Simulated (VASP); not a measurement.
# K (P6/mmm) in VASP: a series of runs

Runs on K. Level: PBE. Tasks: single point.

Program: VASP 6.6.1. These are calculated values, not measurements. Logs are shortened: lines on timing, memory, paths and dates and some standing lists are left out, and cuts for length are marked.

**1. The cell of the first run**

It takes space group P6/mmm (No. 191, hexagonal). Conventional cell: a = 7.452 Å, b = 7.452 Å, c = 4.444 Å, α = 90.00°, β = 90.00°, γ = 120.00°. Within 5.8 Å of K (site symmetry 6/mmm) lie 14 K at 4.44 to 4.84 Å. K (site symmetry -6m2) has 11 K at 4.30 to 4.84 Å within 5.6 Å.

This isn't the form of K at room conditions, which is bcc.

**2. Single point, PBE (71.25 Å³/atom)**

The input, INCAR:

```
ALGO = Normal
EDIFF = 1E-7
ENCUT = 520
GGA = PE
ISIF = 2
ISMEAR = -1
LASPH = T
LCHARG = T
LELF = T
LREAL = F
LVHAR = T
LWAVE = F
NBANDS = 20
NELM = 80
PREC = Accurate
SIGMA = 0.1
```

The input, KPOINTS:

```
k-points
0
Gamma
  7 7 9
```

The input, POSCAR:

```
K
1.0
    7.4518953745      0.0000000000      0.0000000000
   -3.7259476873      6.4535307006      0.0000000000
    0.0000000000      0.0000000000      4.4444408874
K
3
Direct
    1.0000000000      1.0000000000      0.0000000000
    0.3333333333      0.6666666667      0.5000000000
    0.6666666667      0.3333333333      0.5000000000
```

Potentials or basis: VASP PAW PBE potentials, release 64 (K_sv).

Run with:

```
$ cat potpaw_PBE.64/K_sv/POTCAR > POTCAR
$ mpirun -np 1 vasp_std > vasp.out
```

OUTCAR:

```text
EDIFF = 1E-7
   ENCUT = 520
   GGA = PE
   ISIF = 2
   ISMEAR = -1
   LASPH = T
   LREAL = F
   NELM = 80
   PREC = Accurate

 ion  position               nearest neighbor table
   1  0.000  0.000  0.000-
   2  0.333  0.667  0.500-
   3  0.667  0.333  0.500-

  LATTYP: Found a hexagonal cell.
 ALAT       =     7.4518953745
 C/A-ratio  =     0.5964175105

  Lattice vectors:

 A1 = (   7.4518953745,   0.0000000000,   0.0000000000)
 A2 = (  -3.7259476873,   6.4535307006,   0.0000000000)
 A3 = (   0.0000000000,   0.0000000000,   4.4444408874)

Analysis of symmetry for initial positions (statically):
=====================================================================
 Subroutine PRICEL returns:
 Original cell was already a primitive cell.

 Routine SETGRP: Setting up the symmetry group for a
 hexagonal supercell.

 Subroutine GETGRP returns: Found 24 space group operations
 (whereof 24 operations were pure point group operations)
 out of a pool of 24 trial point group operations.

The static configuration has the point symmetry D_6h.

Analysis of symmetry for dynamics (positions and initial velocities):
=====================================================================
 Subroutine PRICEL returns:
 Original cell was already a primitive cell.

 Routine SETGRP: Setting up the symmetry group for a
 hexagonal supercell.

 Subroutine GETGRP returns: Found 24 space group operations
 (whereof 24 operations were pure point group operations)
 out of a pool of 24 trial point group operations.

The dynamic configuration has the point symmetry D_6h.

 Subroutine INISYM returns: Found 24 space group operations
 (whereof 24 operations are pure point group operations),
 and found     1 'primitive' translations

----------------------------------------------------------------------------------------

                                     Primitive cell

  volume of cell :     213.7378

  direct lattice vectors                    reciprocal lattice vectors
     7.451895375  0.000000000  0.000000000     0.134194047  0.077476969  0.000000000
    -3.725947687  6.453530701  0.000000000     0.000000000  0.154953939  0.000000000
     0.000000000  0.000000000  4.444440887     0.000000000  0.000000000  0.225000180

  length of vectors
     7.451895375  7.451895374  4.444440887     0.154953939  0.154953939  0.225000180

  position of ions in fractional coordinates (direct lattice)
     0.000000000  0.000000000  0.000000000
     0.333333333  0.666666667  0.500000000
     0.666666667  0.333333333  0.500000000

  ion indices of the primitive-cell ions
   primitive index   ion index
                 1           1
                 2           2
                 3           3

----------------------------------------------------------------------------------------

 KPOINTS: k-points

Automatic generation of k-mesh.
 Grid dimensions read from file:
 generate k-points for:    7    7    9

 Generating k-lattice:

  Cartesian coordinates                     Fractional coordinates (reciprocal lattice)
     0.019170578  0.011068138  0.000000000     0.142857143  0.000000000  0.000000000
     0.000000000  0.022136277  0.000000000     0.000000000  0.142857143  0.000000000
     0.000000000  0.000000000  0.025000020     0.000000000  0.000000000  0.111111111

  Length of vectors
     0.022136277  0.022136277  0.025000020

  Shift w.r.t. Gamma in fractional coordinates (k-lattice)
     0.000000000  0.000000000  0.000000000

 Subroutine IBZKPT returns following result:
 ===========================================

 Found     40 irreducible k-points:

 Following reciprocal coordinates:
            Coordinates               Weight
  0.000000  0.000000  0.000000      1.000000
  0.142857  0.000000  0.000000      6.000000
  0.285714 -0.000000  0.000000      6.000000
  0.428571  0.000000  0.000000      6.000000
  0.142857  0.142857  0.000000      6.000000
  0.285714  0.142857  0.000000     12.000000
[... 16 lines left out ...]
  0.428571  0.142857  0.222222     12.000000
  0.285714  0.285714  0.222222     12.000000
 [... further k-points ...]
   k-points           NKPTS =     40   k-points in BZ     NKDIM =     40   number of bands    NBANDS=     20
   number of dos      NEDOS =    301   number of ions     NIONS =      3
   total plane-waves  NPLWV = 112896
   dimension x,y,z NGX =    56 NGY =   56 NGZ =   36
   dimension x,y,z NGXF=   112 NGYF=  112 NGZF=   72
   ions per type =               3
   NGX,Y,Z   is equivalent  to a cutoff of  12.49, 12.49, 13.47 a.u.
   NGXF,Y,Z  is equivalent  to a cutoff of  24.99, 24.99, 26.93 a.u.
 SYSTEM =  unknown system
   PREC   = accura    normal or accurate (medium, high low for compatibility)
   ISTART =      0    job   : 0-new  1-cont  2-samecut
   ICHARG =      2    charge: 1-file 2-atom 10-const
   ISPIN  =      1    spin polarized calculation?
   LNONCOLLINEAR =      F non collinear calculations
   LSORBIT =      F    spin-orbit coupling
   LASPH  =      T    aspherical Exc in radial PAW
   ENCUT  =  520.0 eV  38.22 Ry    6.18 a.u.  13.86 13.86  8.26*2*pi/ulx,y,z
   NELM   =     80;   NELMIN=  2; NELMDL= -5     # of ELM steps
   EDIFF  = 0.1E-06   stopping-criterion for ELM
   LREAL  =      F    real-space projection
   EDIFFG = 0.1E-05   stopping-criterion for IOM
   NSW    =      0    number of steps for IOM
   IBRION =     -1    ionic relax: 0-MD 1-quasi-New 2-CG
   NFREE  =      0    steps in history (QN), initial steepest desc. (CG)
   ISIF   =      2    stress and relaxation
   ISYM   =      2    0-nonsym 1-usesym 2-fastsym
   POTIM  = 0.5000    time-step for ionic-motion
   TEBEG  =    0.0;   TEEND  =   0.0 temperature during run
   PSTRESS=    0.0 pullay stress
   NELECT =      27.0000    total number of electrons
   NUPDOWN=      -1.0000    fix difference up-down
   EMIN   =  10.00;   EMAX   =-10.00  energy-range for DOS
   EFERMI =   0.00;   METHOD = LEGACY
   ISMEAR =    -1;   SIGMA  =   0.10  broadening in eV -4-tet -1-fermi 0-gaus
   EFERMI_NEDOS =   21; number of points for ismear=-14 and -15
   IALGO  =     38    algorithm
   IMIX   =      4    mixing-type and parameters
     AMIX     =   0.40;   BMIX     =  1.00
     AMIX_MAG =   1.60;   BMIX_MAG =  1.00
  volume/ion in A,a.u.               =      71.25       480.79
  Fermi-wavevector in a.u.,A,eV,Ry     =   0.821427  1.552272  9.180428  0.674742
  Thomas-Fermi vector in A             =   1.932584
   LORBIT       =      0    0 simple, 1 ext, 2 COOP (PROOUT), +10 PAW based schemes
   GGA     = PE    functional components
   LHFCALC =     F    Hartree Fock is set to
   AEXX    =    0.0000 exact exchange contribution
   IVDW    =     0    specifies the selected vdW correction
   LEPSILON=     F    determine dielectric tensor
   LRPA    =     F    only Hartree local field effects (RPA)
 non-spin polarized calculation
  energy-cutoff  :      520.00
  volume of cell :      213.74
 maximum number of plane-waves:      5783
 NGX is ok and might be reduce to    56
   NGX = 27   NGY = 27   NGZ = 17

 number of electron      26.9999999 magnetization

 Free energy of the ion-electron system (eV)
  ---------------------------------------------------
  ext. energy  EPLUGINS =         0.00000000
  ---------------------------------------------------
  free energy    TOTEN  =        -3.14976747 eV

  energy without entropy =       -3.07538830  energy(sigma->0) =       -3.11257789

 E-fermi :  -0.0401     XC(G=0):  -5.7272

 val. band max:       -0.0754462817   @ k =   0.4286   0.1429   0.1111
 cond. band min:      -0.0033819629   @ k =   0.2857   0.1429   0.1111
 fundamental gap:      0.0720643188
 Fermi energy:        -0.0401078559

 k-point     1 :       0.0000    0.0000    0.0000
  band No.  band energies     occupation
      1     -32.2044      2.00000
      2     -32.1981      2.00000
      3     -32.1050      2.00000
      4     -15.7172      2.00000
      5     -15.7172      2.00000
      6     -15.6648      2.00000
[... 12 lines left out ...]
     19       1.6786      0.00000
     20       3.7407      0.00000

 k-point     2 :       0.1429    0.0000    0.0000
  band No.  band energies     occupation
      1     -32.2041      2.00000
      2     -32.1983      2.00000
      3     -32.1050      2.00000
      4     -15.7189      2.00000
      5     -15.7159      2.00000
      6     -15.6651      2.00000
[... 12 lines left out ...]
     19       2.1819      0.00000
     20       3.7752      0.00000

 k-point     3 :       0.2857   -0.0000    0.0000
  band No.  band energies     occupation
      1     -32.2034      2.00000
      2     -32.1991      2.00000
      3     -32.1050      2.00000
      4     -15.7223      2.00000
      5     -15.7112      2.00000
      6     -15.6683      2.00000
[... 12 lines left out ...]
     19       2.8247      0.00000
     20       3.6785      0.00000

 k-point     4 :       0.4286    0.0000    0.0000
  band No.  band energies     occupation
      1     -32.2025      2.00000
      2     -32.2000      2.00000
      3     -32.1050      2.00000
      4     -15.7249      2.00000
      5     -15.7046      2.00000
      6     -15.6746      2.00000
[... 12 lines left out ...]
     19       3.0440      0.00000
     20       3.1877      0.00000

 k-point     5 :       0.1429    0.1429    0.0000
  band No.  band energies     occupation
      1     -32.2036      2.00000
      2     -32.1989      2.00000
      3     -32.1050      2.00000
      4     -15.7212      2.00000
      5     -15.7130      2.00000
      6     -15.6674      2.00000
[... 12 lines left out ...]
     19       2.6585      0.00000
     20       3.7067      0.00000

 k-point     6 :       0.2857    0.1429    0.0000
  band No.  band energies     occupation
      1     -32.2027      2.00000
      2     -32.1997      2.00000
      3     -32.1050      2.00000
      4     -15.7237      2.00000
      5     -15.7066      2.00000
      6     -15.6741      2.00000
[... 12 lines left out ...]
     19       3.1198      0.00000
     20       3.1778      0.00000

 k-point     7 :       0.4286    0.1429    0.0000
  band No.  band energies     occupation
      1     -32.2021      2.00000
      2     -32.2004      2.00000
      3     -32.1050      2.00000
      4     -15.7247      2.00000
      5     -15.7013      2.00000
      6     -15.6798      2.00000
[... 12 lines left out ...]
     19       3.1813      0.00000
     20       3.2317      0.00000
[... 277 lines left out ...]
 k-point    20 :       0.4286    0.0000    0.2222
  band No.  band energies     occupation
      1     -32.2014      2.00000
      2     -32.1989      2.00000
      3     -32.1039      2.00000
      4     -15.7205      2.00000
      5     -15.7025      2.00000
      6     -15.6807      2.00000
[... 12 lines left out ...]
     19       2.7514      0.00000
     20       3.1978      0.00000

 k-point    21 :       0.1429    0.1429    0.2222
  band No.  band energies     occupation
      1     -32.2025      2.00000
      2     -32.1978      2.00000
      3     -32.1039      2.00000
      4     -15.7178      2.00000
      5     -15.7093      2.00000
      6     -15.6825      2.00000
[... 12 lines left out ...]
     19       3.0301      0.00000
     20       3.4100      0.00000

 k-point    22 :       0.2857    0.1429    0.2222
  band No.  band energies     occupation
      1     -32.2016      2.00000
      2     -32.1986      2.00000
      3     -32.1039      2.00000
      4     -15.7203      2.00000
      5     -15.7030      2.00000
      6     -15.6810      2.00000
[... 12 lines left out ...]
     19       2.9793      0.00000
     20       3.2190      0.00000

 k-point    23 :       0.4286    0.1429    0.2222
  band No.  band energies     occupation
      1     -32.2010      2.00000
      2     -32.1993      2.00000
      3     -32.1039      2.00000
      4     -15.7213      2.00000
      5     -15.6985      2.00000
      6     -15.6805      2.00000
[... 12 lines left out ...]
     19       2.7621      0.00000
     20       2.8943      0.00000

 k-point    24 :       0.2857    0.2857    0.2222
  band No.  band energies     occupation
      1     -32.2007      2.00000
      2     -32.1995      2.00000
      3     -32.1039      2.00000
      4     -15.7218      2.00000
      5     -15.6945      2.00000
      6     -15.6823      2.00000
[... 12 lines left out ...]
     19       2.7230      0.00000
     20       2.9170      0.00000

 [... further k-points ...]

------------------------ aborting loop because EDIFF is reached ----------------------------------------

  FORCE on cell =-STRESS in cart. coord.  units (eV):
  Direction    XX          YY          ZZ          XY          YZ          ZX
  --------------------------------------------------------------------------------------
  -------------------------------------------------------------------------------------
  Total        0.2020208      0.2020208      0.2133702     -0.0000000     -0.0000000     -0.0000000
  in kB        1.5143474      1.5143474      1.5994217     -0.0000000     -0.0000000     -0.0000000
  external PRESSURE =       1.5427055 kB  Pullay stress =       0.0000000 kB

 VOLUME and BASIS-vectors are now :
 -----------------------------------------------------------------------------
  energy-cutoff  :      520.00
  volume of cell :      213.74
      direct lattice vectors                 reciprocal lattice vectors
     7.451895375  0.000000000  0.000000000     0.134194047  0.077476969  0.000000000
    -3.725947687  6.453530701  0.000000000     0.000000000  0.154953939  0.000000000
     0.000000000  0.000000000  4.444440887     0.000000000  0.000000000  0.225000180

 POSITION                                       TOTAL-FORCE (eV/Angst)
 -----------------------------------------------------------------------------------
      0.00000      0.00000      0.00000        -0.000000      0.000000      0.000000
     -0.00000      4.30235      2.22222        -0.000000      0.000000      0.000000
      3.72595      2.15118      2.22222         0.000000     -0.000000      0.000000
 -----------------------------------------------------------------------------------
    total drift:                                0.000000     -0.000000      0.000000

  FREE ENERGIE OF THE ION-ELECTRON SYSTEM (eV)
  ---------------------------------------------------
  free  energy   TOTEN  =        -3.1497674727 eV

  energy  without entropy=       -3.0753883033  energy(sigma->0) =       -3.11257789
```

Run time: 3.9 min. Hardware: 1 thread of Oxide Virtual Turin-like, shared host; peak memory 0.34 GiB.

Results:

```
Free energy            : -3.1498 eV
Pressure               : 0.2 GPa
Band gap on the k mesh : zero (an odd number of electrons rules out a gap without spin polarisation)
```

Levels at points of the mesh, in eV from the Fermi level:
```tsv
k point	band 11	band 12	band 13	band 14	band 15	band 16
(0.00, 0.00, 0.00)	-15.54	-15.52	-2.21	1.15	1.15	1.16
```

**3. Single point, PBE**

This run uses another cell than the first one, of 74.21 Å³/atom.

The input, INCAR:

```
SYSTEM = K
PREC     = Accurate       ! precision mode
ENCUT    = 520            ! plane-wave cutoff, eV
EDIFF    = 1E-7           ! SCF threshold, eV
ISMEAR   = -1             ! smearing method
SIGMA    = 0.1            ! smearing width, eV
LREAL    = .FALSE.        ! projectors in reciprocal space
LASPH    = .TRUE.         ! aspherical terms in the spheres
NELM     = 80             ! most SCF steps
ALGO     = Normal         ! electronic algorithm
ISIF     = 2              ! what is computed and relaxed
LWAVE    = .FALSE.        ! write WAVECAR
LCHARG   = .FALSE.        ! write CHGCAR
GGA      = PE             ! functional
NBANDS   = 20             ! bands
```

The input, KPOINTS:

```
Automatic mesh
0
G
  7 7 9
  0 0 0
```

The input, POSCAR:

```
K
1.0
    7.5539888196      0.0000000000      0.0000000000
   -3.7769944098      6.5419462176      0.0000000000
    0.0000000000      0.0000000000      4.5053312057
K
3
Direct
    1.0000000000      1.0000000000      0.0000000000
    0.3333333333      0.6666666667      0.5000000000
    0.6666666667      0.3333333333      0.5000000000
```

Potentials or basis: VASP PAW PBE potentials, release 64 (K_sv).

Run with:

```
$ cat potpaw_PBE.64/K_sv/POTCAR > POTCAR
$ mpirun -np 1 vasp_std > vasp.out
```

Wall time 4.1 min (1 thread of Oxide Virtual Turin-like, shared host); peak memory 0.36 GiB.

It converged, with:

```
Free energy            : -3.1547 eV
Pressure               : 0.0 GPa
Band gap on the k mesh : zero (an odd number of electrons rules out a gap without spin polarisation)
```

Levels at points of the mesh, in eV from the Fermi level:
```csv
k point,band 10,band 11,band 12,band 13,band 14,band 15,band 16,band 17
"(0.00, 0.00, 0.00)",-15.57,-15.57,-15.55,-2.15,1.14,1.14,1.15,1.15
```

**4. Single point, PBE (77.18 Å³/atom)**

This run uses another cell than the first one, of 77.18 Å³/atom.

The input, INCAR:

```
ALGO = Normal
EDIFF = 1E-6
ENCUT = 520
GGA = PE
ISIF = 2
ISMEAR = -1
LASPH = True
LCHARG = False
LREAL = False
LWAVE = False
NBANDS = 20
NELM = 60
PREC = Accurate
SIGMA = 0.1
```

The input, KPOINTS:

```
k-points
0
Gamma
  7 7 9
```

The input, POSCAR:

```
K
1.0
    7.6533948089      0.0000000000      0.0000000000
   -3.8266974045      6.6280343297      0.0000000000
    0.0000000000      0.0000000000      4.5646186784
K
3
Direct
    1.0000000000      1.0000000000      0.0000000000
    0.3333333333      0.6666666667      0.5000000000
    0.6666666667      0.3333333333      0.5000000000
```

Run with:

```
$ cat potpaw_PBE.64/K_sv/POTCAR > POTCAR
$ mpirun -np 1 vasp_std > vasp.out
```

Wall time 4.4 min (1 thread of Oxide Virtual Turin-like, shared host); peak memory 0.38 GiB.

Results (log left out):

```
Free energy            : -3.1518 eV
Pressure               : -0.1 GPa
Band gap on the k mesh : zero (an odd number of electrons rules out a gap without spin polarisation)
```

Levels at points of the mesh, in eV from the Fermi level:
| k point | band 11 | band 12 | band 13 | band 14 | band 15 | band 16 |
| --- | --- | --- | --- | --- | --- | --- |
| (0.00, 0.00, 0.00) | -15.60 | -15.58 | -2.10 | 1.13 | 1.13 | 1.13 |

**5. Overview**

```csv
cell,gap on the mesh (eV),pressure (GPa)
"a = 7.452, b = 7.452, c = 4.444 Å, angles 90.0, 90.0, 120.0°, 3 atoms",none,0.2
"a = 7.554, b = 7.554, c = 4.505 Å, angles 90.0, 90.0, 120.0°, 3 atoms",none,0.0
"a = 7.653, b = 7.653, c = 4.565 Å, angles 90.0, 90.0, 120.0°, 3 atoms",none,-0.1
```

Alike in all rows: task single point; level PBE; potentials or basis VASP PAW PBE potentials, release 64 (K_sv); no spin polarisation; k mesh 7 × 7 × 9; cutoff (eV) 520; smearing fermi-dirac 0.1 eV.

Absolute energies hang on the potentials; compare differences alone.

The gap in the log of VASP goes by the Fermi energy; the results here count the filled bands.